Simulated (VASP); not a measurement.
# BAs (F-43m) in VASP: settings compared

BAs is run at these levels: revPBE, BLYP+D4; tasks: single point, relaxation of cell and atoms.

Everything below comes from runs of VASP 6.6.1. Logs are shortened: lines on timing, memory, paths and dates and some standing lists are left out, and cuts for length are marked.

### Step 1. The cell of the first run

Symmetry: F-43m, No. 216, cubic system. The conventional cell has a = 4.833 Å, b = 4.833 Å, c = 4.833 Å, α = 90.00°, β = 90.00°, γ = 90.00°. Within 2.8 Å of As (site symmetry -43m) lie 4 B at 2.09 Å. Within 2.8 Å of B (site symmetry -43m) lie 4 As at 2.09 Å.

### Step 2. Single point, revPBE

INCAR reads:

```
ALGO     = Normal         # electronic algorithm
EDIFF    = 1E-7           # SCF threshold, eV
ENCUT    = 520            # plane-wave cutoff, eV
GGA      = RE             # functional
ISIF     = 2              # what is computed and relaxed
ISMEAR   = -1             # smearing method
LASPH    = True           # aspherical terms in the spheres
LCHARG   = False          # write CHGCAR
LREAL    = False          # projectors in reciprocal space
LWAVE    = False          # write WAVECAR
NBANDS   = 11             # bands
NELM     = 100            # most SCF steps
PREC     = Accurate       # precision mode
SIGMA    = 0.05           # smearing width, eV
```

KPOINTS reads:

```
k-points
0
Gamma
  10 10 10
```

POSCAR reads:

```
BAs
1.0
    0.0000000000      2.4163430847      2.4163430847
    2.4163430847      0.0000000000      2.4163430847
    2.4163430847      2.4163430847      0.0000000000
As B
1 1
Direct
    0.7500000000      0.7500000000      0.7500000000
    0.0000000000      0.0000000000      0.0000000000
```

Potentials or basis: VASP PAW PBE potentials, release 64 (As, B).

Run with:

```
$ cat potpaw_PBE.64/As/POTCAR potpaw_PBE.64/B/POTCAR > POTCAR
$ mpirun -np 1 vasp_std > vasp.out
```

OUTCAR:

```text
EDIFF = 1E-7
   ENCUT = 520
   GGA = RE
   ISIF = 2
   ISMEAR = -1
   LASPH = True
   LREAL = False
   NELM = 100
   PREC = Accurate

 ion  position               nearest neighbor table
   1  0.750  0.750  0.750-   2 2.09   2 2.09   2 2.09   2 2.09
   2  0.000  0.000  0.000-   1 2.09   1 2.09   1 2.09   1 2.09

  LATTYP: Found a face centered cubic cell.
 ALAT       =     4.8326861694

  Lattice vectors:

 A1 = (   0.0000000000,   2.4163430847,   2.4163430847)
 A2 = (   2.4163430847,   0.0000000000,   2.4163430847)
 A3 = (   2.4163430847,   2.4163430847,   0.0000000000)

Analysis of symmetry for initial positions (statically):
=====================================================================
 Subroutine PRICEL returns:
 Original cell was already a primitive cell.

 Routine SETGRP: Setting up the symmetry group for a
 face centered cubic supercell.

 Subroutine GETGRP returns: Found 24 space group operations
 (whereof 24 operations were pure point group operations)
 out of a pool of 48 trial point group operations.

The static configuration has the point symmetry T_d .

Analysis of symmetry for dynamics (positions and initial velocities):
=====================================================================
 Subroutine PRICEL returns:
 Original cell was already a primitive cell.

 Routine SETGRP: Setting up the symmetry group for a
 face centered cubic supercell.

 Subroutine GETGRP returns: Found 24 space group operations
 (whereof 24 operations were pure point group operations)
 out of a pool of 48 trial point group operations.

The dynamic configuration has the point symmetry T_d .

 Subroutine INISYM returns: Found 24 space group operations
 (whereof 24 operations are pure point group operations),
 and found     1 'primitive' translations

----------------------------------------------------------------------------------------

                                     Primitive cell

  volume of cell :      28.2167

  direct lattice vectors                    reciprocal lattice vectors
     0.000000000  2.416343085  2.416343085    -0.206924258  0.206924258  0.206924258
     2.416343085  0.000000000  2.416343085     0.206924258 -0.206924258  0.206924258
     2.416343085  2.416343085  0.000000000     0.206924258  0.206924258 -0.206924258

  length of vectors
     3.417225162  3.417225162  3.417225162     0.358403328  0.358403328  0.358403328

  position of ions in fractional coordinates (direct lattice)
     0.750000000  0.750000000  0.750000000
     0.000000000  0.000000000  0.000000000

  ion indices of the primitive-cell ions
   primitive index   ion index
                 1           1
                 2           2

----------------------------------------------------------------------------------------

 KPOINTS: k-points

Automatic generation of k-mesh.
 Grid dimensions read from file:
 generate k-points for:   10   10   10

 Generating k-lattice:

  Cartesian coordinates                     Fractional coordinates (reciprocal lattice)
    -0.020692426  0.020692426  0.020692426     0.100000000  0.000000000  0.000000000
     0.020692426 -0.020692426  0.020692426     0.000000000  0.100000000  0.000000000
     0.020692426  0.020692426 -0.020692426     0.000000000  0.000000000  0.100000000

  Length of vectors
     0.035840333  0.035840333  0.035840333

  Shift w.r.t. Gamma in fractional coordinates (k-lattice)
     0.000000000  0.000000000  0.000000000

 Subroutine IBZKPT returns following result:
 ===========================================

 Found     47 irreducible k-points:

 Following reciprocal coordinates:
            Coordinates               Weight
  0.000000  0.000000  0.000000      1.000000
  0.100000  0.000000  0.000000      8.000000
  0.200000  0.000000  0.000000      8.000000
  0.300000  0.000000  0.000000      8.000000
  0.400000  0.000000  0.000000      8.000000
  0.500000  0.000000  0.000000      4.000000
[... 16 lines left out ...]
  0.300000  0.300000  0.000000      6.000000
  0.400000  0.300000  0.000000     24.000000
 [... further k-points ...]
   k-points           NKPTS =     47   k-points in BZ     NKDIM =     47   number of bands    NBANDS=     11
   number of dos      NEDOS =    301   number of ions     NIONS =      2
   total plane-waves  NPLWV =  21952
   dimension x,y,z NGX =    28 NGY =   28 NGZ =   28
   dimension x,y,z NGXF=    56 NGYF=   56 NGZF=   56
   ions per type =               1   1
   NGX,Y,Z   is equivalent  to a cutoff of  13.62, 13.62, 13.62 a.u.
   NGXF,Y,Z  is equivalent  to a cutoff of  27.24, 27.24, 27.24 a.u.
 SYSTEM =  unknown system
   PREC   = accura    normal or accurate (medium, high low for compatibility)
   ISTART =      0    job   : 0-new  1-cont  2-samecut
   ICHARG =      2    charge: 1-file 2-atom 10-const
   ISPIN  =      1    spin polarized calculation?
   LNONCOLLINEAR =      F non collinear calculations
   LSORBIT =      F    spin-orbit coupling
   LASPH  =      T    aspherical Exc in radial PAW
   ENCUT  =  520.0 eV  38.22 Ry    6.18 a.u.   6.35  6.35  6.35*2*pi/ulx,y,z
   NELM   =    100;   NELMIN=  2; NELMDL= -5     # of ELM steps
   EDIFF  = 0.1E-06   stopping-criterion for ELM
   LREAL  =      F    real-space projection
   EDIFFG = 0.1E-05   stopping-criterion for IOM
   NSW    =      0    number of steps for IOM
   IBRION =     -1    ionic relax: 0-MD 1-quasi-New 2-CG
   NFREE  =      0    steps in history (QN), initial steepest desc. (CG)
   ISIF   =      2    stress and relaxation
   ISYM   =      2    0-nonsym 1-usesym 2-fastsym
   POTIM  = 0.5000    time-step for ionic-motion
   TEBEG  =    0.0;   TEEND  =   0.0 temperature during run
   PSTRESS=    0.0 pullay stress
   NELECT =       8.0000    total number of electrons
   NUPDOWN=      -1.0000    fix difference up-down
   EMIN   =  10.00;   EMAX   =-10.00  energy-range for DOS
   EFERMI =   0.00;   METHOD = LEGACY
   ISMEAR =    -1;   SIGMA  =   0.05  broadening in eV -4-tet -1-fermi 0-gaus
   EFERMI_NEDOS =   21; number of points for ismear=-14 and -15
   IALGO  =     38    algorithm
   IMIX   =      4    mixing-type and parameters
     AMIX     =   0.40;   BMIX     =  1.00
     AMIX_MAG =   1.60;   BMIX_MAG =  1.00
  volume/ion in A,a.u.               =      14.11        95.21
  Fermi-wavevector in a.u.,A,eV,Ry     =   1.075481  2.032365 15.737317  1.156660
  Thomas-Fermi vector in A             =   2.211339
   LORBIT       =      0    0 simple, 1 ext, 2 COOP (PROOUT), +10 PAW based schemes
   GGA     = RE    functional components
   LHFCALC =     F    Hartree Fock is set to
   AEXX    =    0.0000 exact exchange contribution
   IVDW    =     0    specifies the selected vdW correction
   LEPSILON=     F    determine dielectric tensor
   LRPA    =     F    only Hartree local field effects (RPA)
 non-spin polarized calculation
  energy-cutoff  :      520.00
  volume of cell :       28.22
 maximum number of plane-waves:       769
 NGX is ok and might be reduce to    28
   NGX = 13   NGY = 13   NGZ = 13

 number of electron       8.0000000 magnetization

 Free energy of the ion-electron system (eV)
  ---------------------------------------------------
  ext. energy  EPLUGINS =         0.00000000
  ---------------------------------------------------
  free energy    TOTEN  =       -10.86613622 eV

  energy without entropy =      -10.86613617  energy(sigma->0) =      -10.86613620

 E-fermi :   6.4270     XC(G=0): -10.3708

 val. band max:        5.8272533989   @ k =   0.0000   0.0000   0.0000
 cond. band min:       7.0612805952   @ k =   0.4000   0.4000   0.0000
 fundamental gap:      1.2340271963
 Fermi energy:         6.4269732668

 k-point     1 :       0.0000    0.0000    0.0000
  band No.  band energies     occupation
      1      -9.2663      2.00000
      2       5.8273      1.99999
      3       5.8273      1.99999
      4       5.8273      1.99999
      5       9.0604      0.00000
      6       9.0604      0.00000
      7       9.0604      0.00000
      8      10.0933      0.00000
      9      15.3541      0.00000
     10      18.5896      0.00000
     11      18.5896      0.00000

 k-point     2 :       0.1000    0.0000    0.0000
  band No.  band energies     occupation
      1      -9.1072      2.00000
      2       4.4479      2.00000
      3       5.5368      2.00000
      4       5.5368      2.00000
      5       9.1405      0.00000
      6       9.4442      0.00000
      7       9.4442      0.00000
      8      11.0489      0.00000
      9      15.9713      0.00000
     10      17.5914      0.00000
     11      17.5914      0.00000

 k-point     3 :       0.2000    0.0000    0.0000
  band No.  band energies     occupation
      1      -8.6386      2.00000
      2       2.1367      2.00000
      3       4.9804      2.00000
      4       4.9804      2.00000
      5       8.8783      0.00000
      6      10.1446      0.00000
      7      10.1446      0.00000
      8      12.7593      0.00000
      9      16.8962      0.00000
     10      16.8962      0.00000
     11      16.9512      0.00000

 k-point     4 :       0.3000    0.0000    0.0000
  band No.  band energies     occupation
      1      -7.8979      2.00000
      2      -0.0903      2.00000
      3       4.4864      2.00000
      4       4.4864      2.00000
      5       8.5888      0.00000
      6      10.5543      0.00000
      7      10.5543      0.00000
      8      14.1309      0.00000
      9      17.0624      0.00000
     10      17.3173      0.00000
     11      17.3173      0.00000

 k-point     5 :       0.4000    0.0000    0.0000
  band No.  band energies     occupation
      1      -7.0196      2.00000
      2      -1.9008      2.00000
      3       4.1689      2.00000
      4       4.1689      2.00000
      5       8.3967      0.00000
      6      10.5997      0.00000
      7      10.5997      0.00000
      8      14.6590      0.00000
      9      17.7291      0.00000
     10      18.7810      0.00000
     11      18.7810      0.00000
[... 211 lines left out ...]
 k-point    21 :      -0.3000    0.2000    0.0000
  band No.  band energies     occupation
      1      -6.8102      2.00000
      2      -1.0710      2.00000
      3       1.3528      2.00000
      4       3.9354      2.00000
      5       9.2849      0.00000
      6      11.6631      0.00000
      7      11.9128      0.00000
      8      13.7896      0.00000
      9      16.4233      0.00000
     10      17.7710      0.00000
     11      20.8682      0.00000

 k-point    22 :      -0.2000    0.2000    0.0000
  band No.  band energies     occupation
      1      -7.6430      2.00000
      2       0.4361      2.00000
      3       1.8984      2.00000
      4       4.5730      2.00000
      5       9.6415      0.00000
      6      10.8570      0.00000
      7      11.7184      0.00000
      8      12.6994      0.00000
      9      15.6548      0.00000
     10      18.3076      0.00000
     11      19.7104      0.00000

 k-point    23 :       0.3000    0.3000    0.0000
  band No.  band energies     occupation
      1      -7.4128      2.00000
      2       0.6470      2.00000
      3       2.7490      2.00000
      4       2.7490      2.00000
      5       7.2676      0.00000
      6       9.4874      0.00000
      7      14.0848      0.00000
      8      14.0848      0.00000
      9      16.5698      0.00000
     10      20.5898      0.00000
     11      20.6913      0.00000

 k-point    24 :       0.4000    0.3000    0.0000
  band No.  band energies     occupation
      1      -6.7123      2.00000
      2      -0.5563      2.00000
      3       1.9912      2.00000
      4       2.4610      2.00000
      5       7.5627      0.00000
      6       9.2340      0.00000
      7      14.4464      0.00000
      8      14.6932      0.00000
      9      17.6528      0.00000
     10      21.2776      0.00000
     11      21.4431      0.00000

 [... further k-points ...]
[... 5 lines left out ...]
  --------------------------------------------------------------------------------------
  -------------------------------------------------------------------------------------
  Total        0.0940972      0.0940972      0.0940972      0.0000000      0.0000000     -0.0000000
  in kB        5.3429529      5.3429529      5.3429529      0.0000000      0.0000000     -0.0000000
  external PRESSURE =       5.3429529 kB  Pullay stress =       0.0000000 kB

 VOLUME and BASIS-vectors are now :
 -----------------------------------------------------------------------------
  energy-cutoff  :      520.00
  volume of cell :       28.22
      direct lattice vectors                 reciprocal lattice vectors
     0.000000000  2.416343085  2.416343085    -0.206924258  0.206924258  0.206924258
     2.416343085  0.000000000  2.416343085     0.206924258 -0.206924258  0.206924258
     2.416343085  2.416343085  0.000000000     0.206924258  0.206924258 -0.206924258

 POSITION                                       TOTAL-FORCE (eV/Angst)
 -----------------------------------------------------------------------------------
      3.62451      3.62451      3.62451        -0.000000      0.000000      0.000000
      0.00000      0.00000      0.00000         0.000000     -0.000000     -0.000000
 -----------------------------------------------------------------------------------
    total drift:                                0.000000      0.000000      0.000000

  FREE ENERGIE OF THE ION-ELECTRON SYSTEM (eV)
  ---------------------------------------------------
  free  energy   TOTEN  =       -10.8661362208 eV

  energy  without entropy=      -10.8661361696  energy(sigma->0) =      -10.86613620
```

Run time: 12 s. Hardware: 1 thread of Intel Xeon Platinum 8488C (Sapphire Rapids), shared host; peak memory 0.16 GiB.

What came out:

* Free energy: -10.8661 eV
* Pressure: 0.5 GPa
* Band gap on the k mesh: 1.23 eV, indirect (least direct gap 3.23 eV)

Caveat: the PAW data sets were made with another functional, which shifts forces and pressure a little. A k mesh can miss the band edges.

### Step 3. Relaxation of cell and atoms, BLYP+D4

This run uses another cell than the first one, of 13.63 Å³/atom, 0.966 times its volume.

INCAR reads:

```
PREC = Accurate ; ENCUT = 600
EDIFF = 1E-7 ; ISMEAR = -1
SIGMA = 0.05 ; LREAL = False
LASPH = True ; NELM = 60
ALGO = Normal ; ISIF = 3
LWAVE = False ; LCHARG = False
GGA = B5 ; ALDAX = 1.0
AGGAX = 1.0 ; AGGAC = 1.0
ALDAC = 0.0 ; IVDW = 13
VDW_S6 = 1.0 ; VDW_S8 = 2.34076671
VDW_A1 = 0.44488865 ; VDW_A2 = 4.0933009
IBRION = 2 ; NSW = 80
EDIFFG = -0.005
```

KPOINTS reads:

```
Automatic mesh
0
Gamma
  10 10 10
```

POSCAR reads:

```
BAs
1.0
    0.0000000000      2.3885000000      2.3885000000
    2.3885000000      0.0000000000      2.3885000000
    2.3885000000      2.3885000000      0.0000000000
As B
1 1
Direct
    0.7500000000      0.7500000000      0.7500000000
    0.0000000000      0.0000000000      0.0000000000
```

Potentials or basis: VASP PAW PBE potentials, release 64 (As, B).

Run with:

```
$ cat potpaw_PBE.64/As/POTCAR potpaw_PBE.64/B/POTCAR > POTCAR
$ mpirun -np 1 vasp_std > vasp.out
```

It took 43 s on 1 thread of Intel Xeon Platinum 8488C (Sapphire Rapids), shared host; peak memory 0.16 GiB.

It converged, with:

| Property | Result |
| --- | --- |
| Free energy | -11.4781 eV |
| Relaxed volume | 13.60 Å³/atom |
| Relaxed cell | a = 3.376 Å, b = 3.376 Å, c = 3.376 Å, α = 60.00°, β = 60.00°, γ = 60.00° |
| Space group after relaxing (to 0.05 Å) | F-43m (No. 216) |
| Energy gained by relaxing | 0.0 meV/atom |
| Ionic steps | 3 |
| Pressure after relaxing | 0.0 GPa |
| Band gap on the k mesh | 1.40 eV, indirect (least direct gap 3.37 eV) |
| Dispersion energy per atom | -0.729 eV |

Final structure:
```
CELL_PARAMETERS angstrom
0.00000 2.38693 2.38693
2.38693 0.00000 2.38693
2.38693 2.38693 0.00000
ATOMIC_POSITIONS crystal
As 0.75000 0.75000 0.75000
B 0.00000 0.00000 0.00000
```

Levels at points of the mesh, in eV from the valence-band top:
| k point | band 1 | band 2 | band 3 | band 4 | band 5 | band 6 | band 7 | band 8 |
| --- | --- | --- | --- | --- | --- | --- | --- | --- |
| (0.00, 0.00, 0.00) | -15.32 | 0.00 | 0.00 | 0.00 | 3.37 | 3.37 | 3.37 | 4.70 |
| (0.50, 0.00, 0.00) | -12.50 | -8.65 | -1.80 | -1.80 | 2.80 | 4.93 | 4.93 | 9.12 |
| (0.50, 0.50, 0.00) | -11.21 | -8.43 | -4.01 | -4.01 | 1.67 | 1.70 | 11.33 | 11.33 |

Caveat: the PAW data sets were made with another functional, which shifts forces and pressure a little. A k mesh can miss the band edges.
